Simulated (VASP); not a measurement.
# Nb (I4/mmm) in VASP: further runs, part 2 of 2

VASP 6.6.1.

### Step 4. Single point, r2SCAN (strain -0.0500 x Voigt [1, 0, 0, 0, 0, 0])

The input, POSCAR:

```
Nb
1.0
    0.0000000000      2.1150000000      2.1150000000
    2.0092500000      0.0000000000      2.1150000000
    2.0092500000      2.1150000000      0.0000000000
Nb
1
Direct
    0.0000000000      0.0000000000      0.0000000000
```

The input, INCAR.step1:

```
PREC = Accurate
ENCUT = 520
ISMEAR = 0
SIGMA = 0.15
LREAL = False
LASPH = True
NELM = 80
NBANDS = 12
GGA = PE
ALGO = Normal
EDIFF = 1E-4
LWAVE = True
LCHARG = False
```

The input, INCAR.step2:

```
PREC = Accurate
ENCUT = 520
EDIFF = 1E-6
ISMEAR = 0
SIGMA = 0.15
LREAL = False
LASPH = True
NELM = 80
ALGO = Normal
ISIF = 2
LWAVE = False
LCHARG = False
METAGGA = R2SCAN
LMIXTAU = True
NBANDS = 12
ISTART = 1
```

The input, KPOINTS:

```
Automatic mesh
0
Gamma
  20 20 20
```

Potentials or basis: VASP PAW PBE potentials, release 64 (Nb_sv).

The run is started by

```bash
> cat potpaw_PBE.64/Nb_sv/POTCAR > POTCAR
> cp INCAR.step1 INCAR
> mpirun -np 1 vasp_std > vasp.out
> cp INCAR.step2 INCAR
> mpirun -np 1 vasp_std > vasp.out
```

OUTCAR:

```text
PREC = Accurate
   ENCUT = 520
   EDIFF = 1E-6
   ISMEAR = 0
   LREAL = False
   LASPH = True
   NELM = 80
   ISIF = 2
   METAGGA = R2SCAN
   ISTART = 1

 ion  position               nearest neighbor table
   1  0.000  0.000  0.000-

  LATTYP: Found a body centered tetragonal cell.
 ALAT       =     2.9910616844
 C/A-ratio  =     1.3435028843

  Lattice vectors:

 A1 = (  -2.0092500000,   0.0000000000,  -2.1150000000)
 A2 = (  -2.0092500000,   0.0000000000,   2.1150000000)
 A3 = (   2.0092500000,   2.1150000000,   0.0000000000)

Analysis of symmetry for initial positions (statically):
=====================================================================
 Subroutine PRICEL returns:
 Original cell was already a primitive cell.

 Routine SETGRP: Setting up the symmetry group for a
 body centered tetragonal supercell.

 Subroutine GETGRP returns: Found 16 space group operations
 (whereof 16 operations were pure point group operations)
 out of a pool of 16 trial point group operations.

The static configuration has the point symmetry D_4h.

Analysis of symmetry for dynamics (positions and initial velocities):
=====================================================================
 Subroutine PRICEL returns:
 Original cell was already a primitive cell.

 Routine SETGRP: Setting up the symmetry group for a
 body centered tetragonal supercell.

 Subroutine GETGRP returns: Found 16 space group operations
 (whereof 16 operations were pure point group operations)
 out of a pool of 16 trial point group operations.

The dynamic configuration has the point symmetry D_4h.

 Subroutine INISYM returns: Found 16 space group operations
 (whereof 16 operations are pure point group operations),
 and found     1 'primitive' translations

----------------------------------------------------------------------------------------

                                     Primitive cell
[... 110 lines left out ...]
  volume/ion in A,a.u.               =      17.98       121.31
  Fermi-wavevector in a.u.,A,eV,Ry     =   1.469471  2.776898 29.379676  2.159345
  Thomas-Fermi vector in A             =   2.584844
   LORBIT       =      0    0 simple, 1 ext, 2 COOP (PROOUT), +10 PAW based schemes
   METAGGA = R2SCAN    functional components
   LHFCALC =     F    Hartree Fock is set to
   AEXX    =    0.0000 exact exchange contribution
   IVDW    =     0    specifies the selected vdW correction
   LEPSILON=     F    determine dielectric tensor
   LRPA    =     F    only Hartree local field effects (RPA)
 non-spin polarized calculation
 Gauss-broadening in eV      SIGMA  =   0.15
  energy-cutoff  :      520.00
  volume of cell :       17.98
 maximum number of plane-waves:       515
 NGX is ok and might be reduce to    24
   NGX = 11   NGY = 11   NGZ = 11

 number of electron      13.0000001 magnetization

 Free energy of the ion-electron system (eV)
  ---------------------------------------------------
  ext. energy  EPLUGINS =         0.00000000
  ---------------------------------------------------
  free energy    TOTEN  =       -24.53569207 eV

  energy without entropy =      -24.52170449  energy(sigma->0) =      -24.52869828

 E-fermi :  11.5529     XC(G=0): -13.6289

 val. band max:       11.5528480019   @ k =  -0.4500   0.2000   0.0000
 cond. band min:      11.5616041284   @ k =   0.0000   0.0500   0.0500
 fundamental gap:      0.0087561265
 Fermi energy:        11.5529458902

 k-point     1 :       0.0000    0.0000    0.0000
  band No.  band energies     occupation
      1     -44.9955      2.00000
      2     -19.5407      2.00000
      3     -19.5407      2.00000
      4     -19.5357      2.00000
      5       4.8782      2.00000
      6      11.4822      1.49520
      7      11.4822      1.49520
      8      12.1626      0.00000
      9      14.2034      0.00000
     10      15.0828      0.00000
     11      23.9024      0.00000
     12      28.7075      0.00000
[... 331 lines left out ...]
 k-point    24 :      -0.3500    0.0500   -0.0000
  band No.  band energies     occupation
      1     -44.7808      2.00000
      2     -20.7670      2.00000
      3     -19.7659      2.00000
      4     -19.6502      2.00000
      5       7.4746      2.00000
      6      11.3419      1.95339
      7      11.6433      0.39429
      8      12.1929      0.00000
      9      15.5172      0.00000
     10      16.3880      0.00000
     11      23.3769      0.00000
     12      26.2394      0.00000

 [... further k-points ...]
[... 5 lines left out ...]
  --------------------------------------------------------------------------------------
  -------------------------------------------------------------------------------------
  Total       -0.4144939      1.2400510      1.2400510      0.0000000      0.0000000      0.0000000
  in kB      -36.9440049    110.5262424    110.5262424      0.0000000      0.0000000      0.0000000
  external PRESSURE =      61.3694933 kB  Pullay stress =       0.0000000 kB

 VOLUME and BASIS-vectors are now :
 -----------------------------------------------------------------------------
  energy-cutoff  :      520.00
  volume of cell :       17.98
      direct lattice vectors                 reciprocal lattice vectors
     0.000000000  2.115000000  2.115000000    -0.248849073  0.236406619  0.236406619
     2.009250000  0.000000000  2.115000000     0.248849073 -0.236406619  0.236406619
     2.009250000  2.115000000  0.000000000     0.248849073  0.236406619 -0.236406619

 POSITION                                       TOTAL-FORCE (eV/Angst)
 -----------------------------------------------------------------------------------
      0.00000      0.00000      0.00000         0.000000     -0.000000      0.000000
 -----------------------------------------------------------------------------------
    total drift:                               -0.000000      0.000000      0.000000

  FREE ENERGIE OF THE ION-ELECTRON SYSTEM (eV)
  ---------------------------------------------------
  free  energy   TOTEN  =       -24.5356920703 eV

  energy  without entropy=      -24.5217044921  energy(sigma->0) =      -24.52869828
```

OUTCAR.step1:

```text
PREC = Accurate
   ENCUT = 520
   ISMEAR = 0
   LREAL = False
   LASPH = True
   NELM = 80
[... 576 lines left out ...]

 POSITION                                       TOTAL-FORCE (eV/Angst)
 -----------------------------------------------------------------------------------
      0.00000      0.00000      0.00000         0.000000      0.000000      0.000000
 -----------------------------------------------------------------------------------
    total drift:                               -0.000000      0.000000      0.000000

  FREE ENERGIE OF THE ION-ELECTRON SYSTEM (eV)
  ---------------------------------------------------
  free  energy   TOTEN  =        -9.9145020638 eV

  energy  without entropy=       -9.8990118577  energy(sigma->0) =       -9.90675696
```

Run time: 2 min. Hardware: 1 thread of Intel Xeon 6975P-C (Granite Rapids), shared host; peak memory 0.25 GiB.

What came out:

- Free energy: -24.5357 eV
- Pressure: 6.1 GPa
- Band gap on the k mesh: zero (an odd number of electrons rules out a gap without spin polarisation)

Levels at points of the mesh, in eV from the Fermi level:
| k point | band 4 | band 5 | band 6 | band 7 | band 8 | band 9 |
| --- | --- | --- | --- | --- | --- | --- |
| (0.00, 0.00, 0.00) | -31.09 | -6.67 | -0.07 | -0.07 | 0.61 | 2.65 |
| (0.50, 0.00, 0.00) | -31.23 | -4.20 | -0.40 | 0.38 | 1.47 | 5.01 |
| (0.50, 0.50, 0.00) | -31.50 | -4.46 | -3.67 | 3.62 | 5.23 | 5.47 |
| (0.00, 0.50, 0.50) | -31.68 | -4.47 | -3.79 | 4.63 | 5.20 | 5.76 |

Caveat: the cell differs from its parent crystal (strain -0.0500 x Voigt [1, 0, 0, 0, 0, 0]); the stress differs along the axes, from -4 to 11 GPa; the PAW data sets were made with another functional, which shifts forces and pressure a little.

### Step 5. The runs side by side

| cell | gap on the mesh (eV) | pressure (GPa) |
| --- | --- | --- |
| a = 2.991, b = 2.845, c = 2.845 Å, angles 63.4, 58.3, 58.3°, 1 atom | none | 15.8 |
| a = 2.991, b = 2.881, c = 2.881 Å, angles 62.5, 58.7, 58.7°, 1 atom | none | 10.7 |
| a = 2.991, b = 2.917, c = 2.917 Å, angles 61.7, 59.2, 59.2°, 1 atom | none | 6.1 |

Alike in all rows: task single point; level r2SCAN; potentials or basis VASP PAW PBE potentials, release 64 (Nb_sv); no spin polarisation; k mesh 20 × 20 × 20; cutoff (eV) 520; smearing gaussian 0.15 eV.

Caveats: the PAW data sets were made with another functional, which shifts forces and pressure a little; the stress differs along the axes, from -1 to 24 GPa (at least some runs); the stress differs along the axes, from -3 to 18 GPa (at least some runs); the stress differs along the axes, from -4 to 11 GPa (at least some runs).

Absolute energies hang on the potentials; compare differences alone.
